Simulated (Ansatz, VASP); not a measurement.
# One calculation of Ge, two programs

INCAR

```
ALGO = Normal ; EDIFF = 1E-8
ENCUT = 520 ; GGA = PE
ISIF = 2 ; ISMEAR = -1
LASPH = True ; LCHARG = False
LEFG = True ; LREAL = False
LWAVE = False ; NBANDS = 13
NELM = 100 ; PREC = Accurate
SIGMA = 0.05
```

KPOINTS

```
k-points
0
Gamma
  13 13 13
```

File POSCAR:

```
Ge
1.0
    2.7120739314      0.0000000000      0.0000000000
    0.0000000000      2.7120739314      0.0000000000
    0.0000000000      0.0000000000      2.7120739314
Ge
1
Direct
    0.0000000000      0.0000000000      0.0000000000
```

Input for Ansatz:

```yaml
crystal:
  lattice:
    - [2.7120739314, 0.0, 0.0]
    - [0.0, 2.7120739314, 0.0]
    - [0.0, 0.0, 2.7120739314]
  atoms:
    - { symbol: Ge, position: [0.0, 0.0, 0.0] }
kpoints:
  mp_grid: { grid: [13, 13, 13] }
  band_path:
    path:
      - [0.0, 0.0, 0.0]
      - [0.0, 0.5, 0.0]
      - [0.5, 0.5, 0.0]
      - [0.0, 0.0, 0.0]
      - [0.5, 0.5, 0.5]
      - [0.0, 0.5, 0.0]
      - [0.5, 0.5, 0.5]
      - [0.5, 0.5, 0.0]
    npoints: 8
scf:
  occupations: { method: fermi_dirac, width: 0.05 }
hamiltonian:
  xc: pbe
  pseudopotentials: { kind: paw }
output:
  forces: true
  stress: true
  eigenvalues: true
  efg: { contact_densities: true }
  populations: true
  bader: true
  dos: { projected: true, de: 0.2, e_range: [-14, 8] }
```

Alike in both runs: task electric field gradients; functional PBE; k mesh 13 × 13 × 13; occupations fermi-dirac, width 0.05 eV; no spin polarisation.

|  | VASP | Ansatz |
| --- | --- | --- |
| version | VASP 6.6.1 | Ansatz 0.2.0 |
| potentials or method | VASP PAW PBE potentials, release 64 (Ge_d) | PAW with Ansatz's default frozen-core files, scalar-relativistic |
| plane-wave cutoff (eV) | 520 | 420 |
| valence electrons in the cell | 14 | 14 |

|  | VASP | Ansatz | Ansatz less VASP |
| --- | --- | --- | --- |
| pressure (GPa) | 0.0 | 0.0 | -0.04 |
